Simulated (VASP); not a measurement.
Write the native input for VASP 6.6.1 that does the following.

```yaml
Task: single point
Functional: LDA
Potentials_or_basis: VASP PAW LDA potentials, release 64 (Li_sv, Mg)
Cutoff: 520 eV
k_mesh: 5 × 7 × 5
Occupations: methfessel-paxton, width 0.05 eV
Spin: no spin polarisation
Dipole_correction: no
Further_INCAR_settings: ALGO = Normal; EDIFF = 1e-06; NBANDS = 13
```

The structure of LiMg lies in POSCAR:

```
LiMg
1.0
    5.0712051022      0.0000000000      0.0000000000
    0.0000000000      3.4480726234      0.0000000000
    0.0000000000      0.0000000000      5.0932277662
Li Mg
2 2
Direct
    0.7500000000      0.0000000000      0.2571170000
    0.2500000000      0.0000000000      0.7428830000
    0.2500000000      0.5000000000      0.2438730000
    0.7500000000      0.5000000000      0.7561270000
```

One way to write it, as run:

INCAR

```
  PREC = Accurate
  ENCUT = 520
  EDIFF = 1E-6
  ISMEAR = 1
  SIGMA = 0.05
  LREAL = False
  LASPH = True
  NELM = 80
  ALGO = Normal
  ISIF = 2
  LWAVE = False
  LCHARG = False
  NBANDS = 13
```

KPOINTS

```
Automatic mesh
0
Gamma
  5 7 5
```

Potentials or basis: VASP PAW LDA potentials, release 64 (Li_sv, Mg).

Run with:

```console
$ cat potpaw_LDA.64/Li_sv/POTCAR potpaw_LDA.64/Mg/POTCAR > POTCAR
$ mpirun -np 1 vasp_std > vasp.out
```

It gave:

- Largest force: 0.014 eV/Å
- Band gap on the k mesh: zero (band 5 reaches 2.89 eV, above the bottom of band 6 at 0.07 eV)

Wall time 23 s on 1 thread of Intel(R) Xeon(R) Platinum 8488C (Sapphire Rapids) (shared host), peak memory 0.18 GiB.
